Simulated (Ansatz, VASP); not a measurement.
# Two plane-wave programs on CdI2

```xyz
3
Lattice="4.2421 0.0000 0.0000 -2.1211 3.6738 0.0000 0.0000 0.0000 32.9197" Properties=species:S:1:pos:R:3 pbc="T T T"
I     2.1211    1.2246   14.7219
I     0.0000    0.0000   18.1978
Cd    0.0000    2.4492   16.4599
```

Alike in both runs: functional PBE; dispersion D3(BJ); k mesh 9 × 9 × 1; occupations gaussian, width 0.02 eV; no spin polarisation.

Ansatz relaxed the structure, and its values are those at the end. VASP's run is a single point on that final structure, the one shown.

|  | VASP | Ansatz |
| --- | --- | --- |
| version | VASP 6.6.1 | Ansatz 0.2.0 |
| potentials or method | VASP PAW PBE potentials, release 64 (I, Cd), cutoff 400 eV | scalar-relativistic, plane waves, PAW |
| valence electrons in the cell | 26 | 54 |

|  | VASP | Ansatz | Ansatz less VASP |
| --- | --- | --- | --- |
| gap on the k mesh at the Fermi level (eV) | 2.49 | 2.50 | +0.007 |
| least direct gap on the mesh (eV) | 2.71 | 2.71 | +0.008 |
| rms of the force components (eV/Å) | 0.010 | 0.000 | -0.0096 |

VASP's potentials hold 26 valence electrons a cell and Ansatz's 54, so a difference there can come from the potentials and not from the codes. Ansatz's warnings: structure snapped to symmetry.

Neither program's run includes spin-orbit coupling.
